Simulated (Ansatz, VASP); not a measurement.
Two plane-wave programs on BiAsS

```
Bi As S
1.0
     4.70081    0.00000    0.00000
    -2.35041    4.07102    0.00000
     0.00000    0.00000    9.28839
Bi As S
2 2 2
Direct
  0.00000 0.00000 0.50000
  0.00000 0.00000 0.00000
  0.33333 0.66667 0.25000
  0.66667 0.33333 0.75000
  0.66667 0.33333 0.25000
  0.33333 0.66667 0.75000
```

Change from the starting cell: species swapped into the YbCuSi type (P6_3/mmc, No. 194).

Alike in both runs: task relaxation of cell and atoms; functional PBE; k mesh 6 × 6 × 2; occupations gaussian, width 0.1 eV; no spin polarisation.

```csv
,VASP,Ansatz
version,VASP 6.6.1,Ansatz 0.2.0
potentials or method,"VASP PAW PBE potentials, release 64 (Bi_d, As, S), cutoff 600 eV","scalar-relativistic, plane waves, PAW"
valence electrons in the cell,52,72
```

|  | VASP | Ansatz | Ansatz less VASP |
| --- | --- | --- | --- |
| gap on the k mesh at the Fermi level, each at its own relaxed structure (eV) | none | none | - |
| relaxed volume (Å³/atom) | 23.13 | 23.19 | +0.054 |
| relaxed length of the cell vector where the two differ most in proportion (Å) | 7.447 | 7.488 | +0.0409 |

A gap of «none» marks a metal or a gap that the smearing closes. VASP's potentials hold 52 valence electrons a cell and Ansatz's 72, so a difference there can come from the potentials and not from the codes.

Neither program's run includes spin-orbit coupling. Noted on VASP's run: the volume moved by over 15 % at a fixed basis, so the end points are rough.
